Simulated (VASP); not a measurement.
Runs of VASP 6.6.1 on Na. The structure is that of space group P6_3/mmc (No. 194), or close to it. The cells are those of the table. This isn't the form of Na at room conditions, which is bcc.

| cell | gap on the mesh (eV) | pressure (GPa) |
| --- | --- | --- |
| a = 3.579, b = 3.579, c = 6.308 Å, angles 90.0, 90.0, 120.0°, 2 atoms | none | 0.5 |
| a = 3.579, b = 3.579, c = 6.000 Å, angles 90.0, 90.0, 120.0°, 2 atoms | none | (a) |
| a = 3.673, b = 3.673, c = 5.846 Å, angles 90.0, 90.0, 120.0°, 2 atoms | none | 0.7 |
| a = 3.673, b = 3.673, c = 6.154 Å, angles 90.0, 90.0, 120.0°, 2 atoms | none | 0.3 |
| a = 3.579, b = 3.579, c = 6.154 Å, angles 90.0, 90.0, 120.0°, 2 atoms | none | 0.8 |
| a = 3.767, b = 3.767, c = 6.000 Å, angles 90.0, 90.0, 120.0°, 2 atoms | none | (b) |
| a = 3.767, b = 3.767, c = 5.846 Å, angles 90.0, 90.0, 120.0°, 2 atoms | none | 0.3 |
| a = 3.579, b = 3.579, c = 6.462 Å, angles 90.0, 90.0, 120.0°, 2 atoms | none | 0.3 |

Alike in all rows: task single point; level PBE; potentials or basis VASP PAW PBE potentials, release 64 (Na_pv); no spin polarisation; k mesh 15 × 15 × 8; cutoff (eV) 520; smearing gaussian 0.15 eV.

Q: Estimate the missing entries.

A: (a) 1.0; (b) 0.0.

A gap of «none» marks levels without a gap at the run's occupations.
